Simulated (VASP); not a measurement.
# ScTaN (P-3m1) in VASP: a series of runs

Aim: see how the results for ScTaN move with the level of theory and the settings. Levels: r2SCAN+U, PBEsol. Tasks: single point, relaxation of cell and atoms.

Everything below comes from runs of VASP 6.6.1. Logs are shortened: lines on timing, memory, paths and dates and some standing lists are left out, and cuts for length are marked.

## 1. The cell of the first run

The structure is trigonal, space group P-3m1 (No. 164). Conventional cell: a = 3.085 Å, b = 3.085 Å, c = 10.340 Å, α = 90.00°, β = 90.00°, γ = 120.00°. Ta (site symmetry 3m) has 3 N at 2.20 Å within 2.9 Å. Sc (site symmetry -3m) has 6 Sc at 3.09 Å and 12 Ta at 3.10 to 4.38 Å and 6 N at 4.22 Å within 4.4 Å. Sc (site symmetry -3m) has 6 N at 2.23 Å within 2.9 Å. Within 2.9 Å of N (site symmetry 3m) lie 3 Ta at 2.20 Å and 3 Sc at 2.23 Å.

## 2. Single point, r2SCAN+U

The input, POSCAR:

```
ScTaN
1.0
    3.0850655424      0.0000000000      0.0000000000
   -1.5425327712      2.6717451321      0.0000000000
    0.0000000000      0.0000000000     10.3401360000
Ta Sc N
2 2 2
Direct
    0.3333333333      0.6666666667      0.2456310000
    0.6666666667      0.3333333333      0.7543690000
    0.0000000000      0.0000000000      0.0000000000
    0.0000000000      0.0000000000      0.5000000000
    0.3333333333      0.6666666667      0.6298410000
    0.6666666667      0.3333333333      0.3701590000
```

The input, INCAR.step1:

```
SYSTEM = ScTaN
  ALGO = Normal
  EDIFF = 1E-4
  ENCUT = 520
  GGA = PE
  ISMEAR = -1
  LASPH = .TRUE.
  LCHARG = .FALSE.
  LDAU = .TRUE.
  LDAUJ = 0 0 0
  LDAUL = 2 2 -1
  LDAUTYPE = 2
  LDAUU = 6 6 0
  LMAXMIX = 4
  LREAL = .FALSE.
  LWAVE = .TRUE.
  NBANDS = 36
  NELM = 150
  PREC = Accurate
  SIGMA = 0.05
```

The input, INCAR.step2:

```
SYSTEM = ScTaN
  ALGO = Normal
  EDIFF = 1E-7
  ENCUT = 520
  ISIF = 2
  ISMEAR = -1
  ISTART = 1
  LASPH = .TRUE.
  LCHARG = .FALSE.
  LDAU = .TRUE.
  LDAUJ = 0 0 0
  LDAUL = 2 2 -1
  LDAUPRINT = 1
  LDAUTYPE = 2
  LDAUU = 6 6 0
  LMAXMIX = 4
  LMIXTAU = .TRUE.
  LREAL = .FALSE.
  LWAVE = .FALSE.
  METAGGA = R2SCAN
  NBANDS = 36
  NELM = 150
  PREC = Accurate
  SIGMA = 0.05
```

The input, KPOINTS:

```
k-points
0
G
  10 10 3
  0 0 0
```

Potentials or basis: VASP PAW PBE potentials, release 64 (Ta_pv, Sc_sv, N).

Run with:

```sh
$ cat potpaw_PBE.64/Ta_pv/POTCAR potpaw_PBE.64/Sc_sv/POTCAR potpaw_PBE.64/N/POTCAR > POTCAR
$ cp INCAR.step1 INCAR
$ mpirun -np 1 vasp_std > vasp.out
$ cp INCAR.step2 INCAR
$ mpirun -np 1 vasp_std > vasp.out
```

OUTCAR:

```text
SYSTEM = ScTaN
   EDIFF = 1E-7
   ENCUT = 520
   ISIF = 2
   ISMEAR = -1
   ISTART = 1
   LASPH = .TRUE.
   LREAL = .FALSE.
   METAGGA = R2SCAN
   NELM = 150
   PREC = Accurate

 ion  position               nearest neighbor table
   1  0.333  0.667  0.246-   6 2.20   6 2.20   6 2.20   3 3.10   3 3.10   3 3.10   4 3.18   4 3.18
                             4 3.18
   2  0.667  0.333  0.754-   5 2.20   5 2.20   5 2.20   3 3.10   3 3.10   3 3.10   4 3.18   4 3.18
                             4 3.18
   3  0.000  0.000  0.000-   1 3.10   2 3.10   2 3.10   1 3.10   2 3.10   1 3.10
   4  0.000  0.000  0.500-   5 2.23   6 2.23   6 2.23   5 2.23   6 2.23   5 2.23   1 3.18   2 3.18
                             1 3.18   2 3.18   2 3.18   1 3.18
   5  0.333  0.667  0.630-   2 2.20   2 2.20   2 2.20   4 2.23   4 2.23   4 2.23
   6  0.667  0.333  0.370-   1 2.20   1 2.20   1 2.20   4 2.23   4 2.23   4 2.23

  LATTYP: Found a hexagonal cell.
 ALAT       =     3.0850655424
 C/A-ratio  =     3.3516746591

  Lattice vectors:

 A1 = (   3.0850655424,   0.0000000000,   0.0000000000)
 A2 = (  -1.5425327712,   2.6717451321,   0.0000000000)
 A3 = (   0.0000000000,   0.0000000000,  10.3401360000)

Analysis of symmetry for initial positions (statically):
=====================================================================
 Subroutine PRICEL returns:
 Original cell was already a primitive cell.

 Routine SETGRP: Setting up the symmetry group for a
 hexagonal supercell.

 Subroutine GETGRP returns: Found 12 space group operations
 (whereof 12 operations were pure point group operations)
 out of a pool of 24 trial point group operations.

The static configuration has the point symmetry D_3d.

Analysis of symmetry for dynamics (positions and initial velocities):
=====================================================================
 Subroutine PRICEL returns:
 Original cell was already a primitive cell.

 Routine SETGRP: Setting up the symmetry group for a
 hexagonal supercell.

 Subroutine GETGRP returns: Found 12 space group operations
 (whereof 12 operations were pure point group operations)
 out of a pool of 24 trial point group operations.

[... 147 lines left out ...]
 NGX is ok and might be reduce to    24
   NGX = 11   NGY = 11   NGZ = 39

atom =   1  type =  1  l = 2

 onsite density matrix

spin component  1
[... 116 lines left out ...]
  o =  0.0673  v = -0.0000  0.0000 -1.0000 -0.0000  0.0000  0.0000  0.0000  0.0000  0.0000  0.0000      0.0000  0.0000  0.0000  0.0000  0.0000  0.0000  0.0000  0.0000  0.0000  0.0000
  o =  0.0673  v =  0.0000  0.0000  0.0000  0.0000  0.0000 -0.0000  0.0000 -1.0000 -0.0000  0.0000      0.0000  0.0000  0.0000  0.0000  0.0000  0.0000  0.0000  0.0000  0.0000  0.0000
  o =  0.0690  v =  0.7633  0.0000  0.0000  0.6461  0.0000  0.0000  0.0000  0.0000  0.0000  0.0000      0.0000  0.0000  0.0000  0.0000  0.0000  0.0000  0.0000  0.0000  0.0000  0.0000
  o =  0.0690  v =  0.0000  0.0000  0.0000  0.0000  0.0000  0.7633  0.0000  0.0000  0.6461  0.0000      0.0000  0.0000  0.0000  0.0000  0.0000  0.0000  0.0000  0.0000  0.0000  0.0000
  o =  0.0690  v = -0.0000  0.6461  0.0000 -0.0000  0.7633  0.0000  0.0000  0.0000  0.0000  0.0000      0.0000  0.0000  0.0000  0.0000  0.0000  0.0000  0.0000  0.0000  0.0000  0.0000
  o =  0.0690  v =  0.0000  0.0000  0.0000  0.0000  0.0000 -0.0000  0.6461  0.0000 -0.0000  0.7633      0.0000  0.0000  0.0000  0.0000  0.0000  0.0000  0.0000  0.0000  0.0000  0.0000
  o =  0.1266  v =  0.0000  0.0000  0.0000  0.0000  0.0000 -0.6461  0.0000 -0.0000  0.7633 -0.0000      0.0000  0.0000  0.0000  0.0000  0.0000  0.0000  0.0000  0.0000  0.0000  0.0000
  o =  0.1266  v = -0.6461  0.0000 -0.0000  0.7633 -0.0000  0.0000  0.0000  0.0000  0.0000  0.0000      0.0000  0.0000  0.0000  0.0000  0.0000  0.0000  0.0000  0.0000  0.0000  0.0000
  o =  0.1266  v =  0.0000  0.0000  0.0000  0.0000  0.0000  0.0000  0.7633 -0.0000 -0.0000 -0.6461      0.0000  0.0000  0.0000  0.0000  0.0000  0.0000  0.0000  0.0000  0.0000  0.0000
  o =  0.1266  v =  0.0000  0.7633 -0.0000 -0.0000 -0.6461  0.0000  0.0000  0.0000  0.0000  0.0000      0.0000  0.0000  0.0000  0.0000  0.0000  0.0000  0.0000  0.0000  0.0000  0.0000

 number of electron      53.9999993 magnetization

 Free energy of the ion-electron system (eV)
  ---------------------------------------------------
  ext. energy  EPLUGINS =         0.00000000
  ---------------------------------------------------
  free energy    TOTEN  =      -129.73520715 eV

  energy without entropy =     -129.69201218  energy(sigma->0) =     -129.71360967

 E-fermi :   7.1061     XC(G=0): -12.9540

 val. band max:        7.1017053232   @ k =   0.2000   0.1000   0.0000
 cond. band min:       7.1072290672   @ k =   0.0000   0.4000   0.3333
 fundamental gap:      0.0055237440
 Fermi energy:         7.1060859073

 k-point     1 :       0.0000    0.0000    0.0000
  band No.  band energies     occupation
      1     -46.1579      2.00000
      2     -45.2584      2.00000
      3     -30.1863      2.00000
      4     -30.1737      2.00000
      5     -29.8852      2.00000
      6     -29.8852      2.00000
[... 925 lines left out ...]
     35      12.2153      0.00000
     36      12.5271      0.00000

 [... further k-points ...]

------------------------ aborting loop because EDIFF is reached ----------------------------------------

  FORCE on cell =-STRESS in cart. coord.  units (eV):
  Direction    XX          YY          ZZ          XY          YZ          ZX
  --------------------------------------------------------------------------------------
  -------------------------------------------------------------------------------------
  Total        9.8468811      9.8468811      9.3715632      0.0000000      0.0000000      0.0000000
  in kB      185.1073243    185.1073243    176.1720261      0.0000000      0.0000000      0.0000000
  external PRESSURE =     182.1288916 kB  Pullay stress =       0.0000000 kB

 VOLUME and BASIS-vectors are now :
 -----------------------------------------------------------------------------
  energy-cutoff  :      520.00
  volume of cell :       85.23
      direct lattice vectors                 reciprocal lattice vectors
     3.085065542  0.000000000  0.000000000     0.324142222  0.187143599  0.000000000
    -1.542532771  2.671745132  0.000000000     0.000000000  0.374287198  0.000000000
     0.000000000  0.000000000 10.340136000     0.000000000  0.000000000  0.096710527

 POSITION                                       TOTAL-FORCE (eV/Angst)
 -----------------------------------------------------------------------------------
     -0.00000      1.78116      2.53986         0.000000     -0.000000     -0.739645
      1.54253      0.89058      7.80028        -0.000000      0.000000      0.739645
      0.00000      0.00000      0.00000         0.000000      0.000000      0.000000
      0.00000      0.00000      5.17007         0.000000      0.000000      0.000000
     -0.00000      1.78116      6.51264         0.000000     -0.000000     -0.442090
      1.54253      0.89058      3.82749        -0.000000      0.000000      0.442090
 -----------------------------------------------------------------------------------
    total drift:                               -0.000000      0.000000      0.000000

  FREE ENERGIE OF THE ION-ELECTRON SYSTEM (eV)
  ---------------------------------------------------
  free  energy   TOTEN  =      -129.7352071531 eV

  energy  without entropy=     -129.6920121803  energy(sigma->0) =     -129.71360967
```

OUTCAR.step1:

```text
SYSTEM = ScTaN
   EDIFF = 1E-4
   ENCUT = 520
   GGA = PE
   ISMEAR = -1
   LASPH = .TRUE.
[... 1180 lines left out ...]
      0.00000      0.00000      5.17007        -0.000000      0.000000      0.000000
     -0.00000      1.78116      6.51264         0.000000      0.000000     -0.349317
      1.54253      0.89058      3.82749        -0.000000     -0.000000      0.349317
 -----------------------------------------------------------------------------------
    total drift:                               -0.000000      0.000000      0.000000

  FREE ENERGIE OF THE ION-ELECTRON SYSTEM (eV)
  ---------------------------------------------------
  free  energy   TOTEN  =       -43.2976853317 eV

  energy  without entropy=      -43.2489152206  energy(sigma->0) =      -43.27330028
```

OSZICAR.step1:

```text
N       E                     dE             d eps       ncg     rms          rms(c)
DAV:   1     0.761403975026E+03    0.76140E+03   -0.26081E+04  2608   0.163E+03
DAV:   2     0.351744155833E+02   -0.72623E+03   -0.71359E+03  2880   0.612E+02
DAV:   3    -0.488616599172E+02   -0.84036E+02   -0.81485E+02  4372   0.183E+02
DAV:   4    -0.539947319965E+02   -0.51331E+01   -0.50519E+01  4296   0.428E+01
DAV:   5    -0.540838544196E+02   -0.89122E-01   -0.88710E-01  4264   0.674E+00    0.279E+01
DAV:   6    -0.439793104750E+02    0.10105E+02   -0.50063E+01  3944   0.420E+01    0.119E+01
DAV:   7    -0.435341185178E+02    0.44519E+00   -0.59034E+00  4024   0.134E+01    0.589E+00
DAV:   8    -0.433867817852E+02    0.14734E+00   -0.24610E+00  3664   0.753E+00    0.255E+00
DAV:   9    -0.432954077175E+02    0.91374E-01   -0.50289E-01  4024   0.362E+00    0.641E-01
DAV:  10    -0.432963904314E+02   -0.98271E-03   -0.46530E-02  4056   0.107E+00    0.386E-01
DAV:  11    -0.432974217078E+02   -0.10313E-02   -0.11763E-02  4376   0.712E-01    0.129E-01
DAV:  12    -0.432976092563E+02   -0.18755E-03   -0.18117E-03  3584   0.249E-01    0.491E-02
DAV:  13    -0.432976853317E+02   -0.76075E-04   -0.17535E-04  2712   0.971E-02
   1 F= -.43297685E+02 E0= -.43273300E+02  d E =-.487701E-01
```

Run time: 3.4 min. Hardware: 1 thread of Intel Xeon 6975P-C (Granite Rapids), shared host; peak memory 0.28 GiB.

What came out:

| Item | Value |
| --- | --- |
| Free energy | -129.7352 eV |
| Pressure | 18.2 GPa |
| Largest force | 0.740 eV/Å |
| Band gap on the k mesh | zero (bands 27 and 28 overlap by 1.34 eV) |

Forces on the atoms (eV/Å):
```
Ta   0.000  0.000 -0.740
Ta   0.000  0.000  0.740
Sc   0.000  0.000  0.000
Sc   0.000  0.000  0.000
N    0.000  0.000 -0.442
N    0.000  0.000  0.442
```

Eigenvalues of the final occupation matrices:
```tsv
site	spin	trace	eigenvalues
site 1 d	1	1.03	0.15 0.15 0.23 0.23 0.28
site 1 d	2	1.03	0.15 0.15 0.23 0.23 0.28
site 2 d	1	1.03	0.15 0.15 0.23 0.23 0.28
site 2 d	2	1.03	0.15 0.15 0.23 0.23 0.28
site 3 d	1	0.37	0.04 0.04 0.05 0.12 0.12
site 3 d	2	0.37	0.04 0.04 0.05 0.12 0.12
site 4 d	1	0.46	0.07 0.07 0.07 0.13 0.13
site 4 d	2	0.46	0.07 0.07 0.07 0.13 0.13
```

Caveat: the cell stands under pressure; the PAW data sets were made with another functional, which shifts forces and pressure a little; spin-orbit coupling is left out, which moves the levels of the heavy elements; U without spin polarisation on a metal has little footing.

## 3. Single point, r2SCAN+U

POSCAR is that of step 2.

The input, INCAR.step1:

```
PREC = Accurate ; ENCUT = 520
ISMEAR = -1 ; SIGMA = 0.05
LREAL = False ; LASPH = True
NELM = 150 ; LMAXMIX = 4
LDAU = True ; LDAUTYPE = 2
LDAUL = 2 2 -1 ; LDAUU = 8 8 0
LDAUJ = 0 0 0 ; NBANDS = 36
GGA = PE ; ALGO = Normal
EDIFF = 1E-4 ; LWAVE = True
LCHARG = False
```

The input, INCAR.step2:

```
PREC = Accurate ; ENCUT = 520
EDIFF = 1E-6 ; ISMEAR = -1
SIGMA = 0.05 ; LREAL = False
LASPH = True ; NELM = 150
ALGO = Normal ; ISIF = 2
LWAVE = False ; LCHARG = False
LMAXMIX = 4 ; LDAU = True
LDAUTYPE = 2 ; LDAUL = 2 2 -1
LDAUU = 8 8 0 ; LDAUJ = 0 0 0
LDAUPRINT = 1 ; METAGGA = R2SCAN
LMIXTAU = True ; NBANDS = 36
ISTART = 1
```

The input, KPOINTS:

```
Automatic mesh
0
Gamma
  10 10 3
```

Potentials or basis: VASP PAW PBE potentials, release 64 (Ta_pv, Sc_sv, N).

Run with:

```sh
$ cat potpaw_PBE.64/Ta_pv/POTCAR potpaw_PBE.64/Sc_sv/POTCAR potpaw_PBE.64/N/POTCAR > POTCAR
$ cp INCAR.step1 INCAR
$ mpirun -np 1 vasp_std > vasp.out
$ cp INCAR.step2 INCAR
$ mpirun -np 1 vasp_std > vasp.out
```

Run time: 3.1 min. Hardware: 1 thread of Intel Xeon 6975P-C (Granite Rapids), shared host; peak memory 0.28 GiB.

The run converged. Its results:

* Free energy: -125.1474 eV
* Pressure: 24.8 GPa
* Largest force: 0.979 eV/Å
* Band gap on the k mesh: zero (bands 27 and 28 overlap by 1.69 eV)

Forces on the atoms (eV/Å):
```
Ta   0.000  0.000 -0.979
Ta   0.000  0.000  0.979
Sc   0.000  0.000  0.000
Sc   0.000  0.000  0.000
N    0.000  0.000 -0.586
N    0.000  0.000  0.586
```

Stress tensor (GPa, compression positive):
```
25.34  0.00  0.00
 0.00 25.34  0.00
 0.00  0.00 23.83
```

Levels at points of the mesh, in eV from the Fermi level:
```tsv
k point	band 24	band 25	band 26	band 27	band 28	band 29	band 30	band 31
(0.00, 0.00, 0.00)	-2.38	-1.57	0.31	1.36	1.36	1.48	2.19	2.19
(0.50, 0.00, 0.00)	-2.30	-1.40	-1.15	-0.87	-0.21	1.24	3.04	3.26
```

Eigenvalues of the final occupation matrices:
| site | spin | trace | eigenvalues |
| --- | --- | --- | --- |
| site 1 d | 1 | 0.99 | 0.14 0.14 0.21 0.21 0.29 |
| site 1 d | 2 | 0.99 | 0.14 0.14 0.21 0.21 0.29 |
| site 2 d | 1 | 0.99 | 0.14 0.14 0.21 0.21 0.29 |
| site 2 d | 2 | 0.99 | 0.14 0.14 0.21 0.21 0.29 |
| site 3 d | 1 | 0.32 | 0.04 0.04 0.05 0.10 0.10 |
| site 3 d | 2 | 0.32 | 0.04 0.04 0.05 0.10 0.10 |
| site 4 d | 1 | 0.41 | 0.06 0.06 0.06 0.12 0.12 |
| site 4 d | 2 | 0.41 | 0.06 0.06 0.06 0.12 0.12 |

Caveat: the cell stands under pressure; the PAW data sets were made with another functional, which shifts forces and pressure a little; spin-orbit coupling is left out, which moves the levels of the heavy elements; U without spin polarisation on a metal has little footing.

[end of part 1 of 3]
